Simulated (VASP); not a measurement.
Input of a VASP 6.6.1 run:

The input INCAR:

```
SYSTEM = MgCdSe2
  ALGO = Normal
  EDIFF = 1E-7
  ENCUT = 520
  GGA = PE
  ISIF = 2
  ISMEAR = 0
  LASPH = .True.
  LCHARG = .False.
  LREAL = .False.
  LWAVE = .False.
  NBANDS = 21
  NELM = 60
  PREC = Accurate
  SIGMA = 0.01
```

The input KPOINTS:

```
k-points
0
Gamma
  6 6 6
  0 0 0
```

POSCAR

```
MgCdSe2
1.0
    1.9509485182      1.1263806522      6.3660733601
   -1.9509485182      1.1263806522      6.3660733601
    0.0000000000     -2.2527613043      6.3660733601
Mg Cd Se
1 1 2
Direct
    1.0000000000      0.0000000000      0.0000000000
    0.5000000000      0.5000000000      0.5000000000
    0.2535083611      0.2535083611      0.2535083611
    0.7464916389      0.7464916389      0.7464916389
```

Potentials or basis: VASP PAW PBE potentials, release 64 (Mg, Cd, Se).

Command:

```bash
$ cat potpaw_PBE.64/Mg/POTCAR potpaw_PBE.64/Cd/POTCAR potpaw_PBE.64/Se/POTCAR > POTCAR
$ mpirun -np 1 vasp_std > vasp.out
```

Estimate the largest force.

0.105 eV/Å.

Predict the band gap on the k mesh.

0.63 eV, indirect (least direct gap 0.85 eV).

What does it give for the pressure?

4.5 GPa.

Forces on the atoms (eV/Å):
```
Mg   0.000  0.000  0.000
Cd   0.000  0.000  0.000
Se   0.000  0.000  0.105
Se   0.000  0.000 -0.105
```

 A k mesh can miss the band edges.
